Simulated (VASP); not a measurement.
A run of VASP 6.6.1 is set up as follows.

File POSCAR:

```
C
1.0
    2.4557915472      0.0000000000      0.0000000000
   -1.2278957736      2.1267778663      0.0000000000
    0.0000000000      0.0000000000     20.9167635534
C
2
Direct
    1.0000000000      0.0000000000      0.6838849874
    0.3333333333      0.6666666667      0.6838494120
```

File INCAR.step1:

```
  PREC = Accurate
  ENCUT = 580
  ISMEAR = 0
  SIGMA = 0.04
  LREAL = False
  LASPH = True
  NELM = 120
  LDIPOL = True
  IDIPOL = 3
  DIPOL = 0.5 0.5 0.684
  NBANDS = 11
  GGA = PE
  ALGO = Normal
  EDIFF = 1E-5
  LWAVE = True
  LCHARG = False
  GGA_COMPAT = False
  NELMDL = -8
```

INCAR.step2

```
  PREC = Accurate
  ENCUT = 580
  EDIFF = 1E-6
  ISMEAR = 0
  SIGMA = 0.04
  LREAL = False
  LASPH = True
  NELM = 120
  ALGO = Normal
  ISIF = 2
  LWAVE = False
  LCHARG = False
  LDIPOL = True
  IDIPOL = 3
  DIPOL = 0.5 0.5 0.684
  METAGGA = R2SCAN
  LMIXTAU = True
  NBANDS = 11
  ISTART = 1
  GGA_COMPAT = False
```

Contents of KPOINTS:

```
Automatic mesh
0
Gamma
  15 15 1
```

Potentials or basis: VASP PAW PBE potentials, release 64 (C).

Launch:

```sh
$ cat potpaw_PBE.64/C/POTCAR > POTCAR
$ cp INCAR.step1 INCAR
$ mpirun -np 1 vasp_std > vasp.out
$ cp INCAR.step2 INCAR
$ mpirun -np 1 vasp_std > vasp.out
```

Problem. What does it give for the largest force?

Solution. 0.013 eV/Å.

Problem. What does it give for the band gap on the k mesh?

Solution. Zero (filled and empty bands touch).

Forces on the atoms (eV/Å):
```
C    0.000  0.000 -0.013
C    0.000  0.000  0.013
```

Caveat: the PAW data sets were made with another functional, which shifts forces and pressure a little.
